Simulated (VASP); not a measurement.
Runs of VASP 6.6.1 on Sc. The structure is that of space group P6_3/mmc (No. 194), or close to it. The cells are those of the table. 

| task | cell | k mesh | cutoff (eV) | gap on the mesh (eV) | pressure (GPa) |
| --- | --- | --- | --- | --- | --- |
| single point | a = 3.274, b = 3.274, c = 10.461 Å, angles 90.0, 90.0, 120.0°, 4 atoms | 13 × 13 × 4 | 520 | none | -3.9 |
| relaxation of cell and atoms | relaxed from a = 3.282, b = 3.282, c = 10.720 Å, angles 90.0, 90.0, 120.0°, 4 atoms | 11 × 11 × 3 | 600 | none | 0.0 |
| single point | a = 3.314, b = 3.314, c = 10.588 Å, angles 90.0, 90.0, 120.0°, 4 atoms | 13 × 13 × 4 | 520 | none | -5.5 |
| single point | a = 3.191, b = 3.191, c = 10.196 Å, angles 90.0, 90.0, 120.0°, 4 atoms | 15 × 15 × 4 | 520 | none | (a) |

Alike in all rows: level LDA; potentials or basis VASP PAW LDA potentials, release 64 (Sc_sv); no spin polarisation; smearing fermi-dirac 0.1 eV.

Fill in the values left out.

(a) 0.1.

A gap of «none» marks levels without a gap at the run's occupations.
